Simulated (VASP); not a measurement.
Wanted: the native input for a VASP 6.6.1 run.

- Task: single point
- Functional: PBE
- Potentials or basis: VASP PAW PBE potentials, release 64 (Sn_d, Se)
- Cutoff: 520 eV
- k mesh: 12 × 12 × 6
- Occupations: gaussian, width 0.05 eV
- Spin: no spin polarisation
- Dipole correction: no
- Further INCAR settings: ALGO = Normal; EDIFF = 1e-06; NBANDS = 20

The structure of SnSe2 lies in POSCAR:

```
SnSe2
1.0
    3.8681637633      0.0000000000      0.0000000000
   -1.9340818816      3.3499280850      0.0000000000
    0.0000000000      0.0000000000      6.3211100000
Sn Se
1 2
Direct
    0.0000000000      0.0000000000      0.0000000000
    0.3333333333      0.6666666667      0.2500000000
    0.6666666667      0.3333333333      0.7500000000
```

This cell differs from its parent crystal: strain +0.015 along x and y, +0.030 along z.

These files were run (other wordings do the same):

INCAR

```
SYSTEM = SnSe2
ALGO = Normal ; EDIFF = 1E-6
ENCUT = 520 ; GGA = PE
ISIF = 2 ; ISMEAR = 0
LASPH = .TRUE. ; LCHARG = .FALSE.
LREAL = .FALSE. ; LWAVE = .FALSE.
NBANDS = 20 ; NELM = 80
PREC = Accurate ; SIGMA = 0.05
```

KPOINTS

```
k-points
0
G
  12 12 6
  0 0 0
```

Potentials or basis: VASP PAW PBE potentials, release 64 (Sn_d, Se).

Run with:

```console
$ cat potpaw_PBE.64/Sn_d/POTCAR potpaw_PBE.64/Se/POTCAR > POTCAR
$ mpirun -np 1 vasp_std > vasp.out
```

It gave:

```
Pressure               : 1.1 GPa
Largest force          : 0.116 eV/Å
Band gap on the k mesh : 0.67 eV (least direct gap 1.01 eV)
```

Caveat: the cell differs from its parent crystal (strain +0.015 along x and y, +0.030 along z); semilocal functionals underestimate gaps, and a narrow one can read as zero; spin-orbit coupling is left out, which moves the levels of the heavy elements; this functional lacks dispersion, which binds layers or chains, so the pressure and a relaxed spacing across them are unreliable.

Wall time 100 s on 1 thread of Intel(R) Xeon(R) Platinum 8488C (Sapphire Rapids) (shared host), peak memory 0.3 GiB.
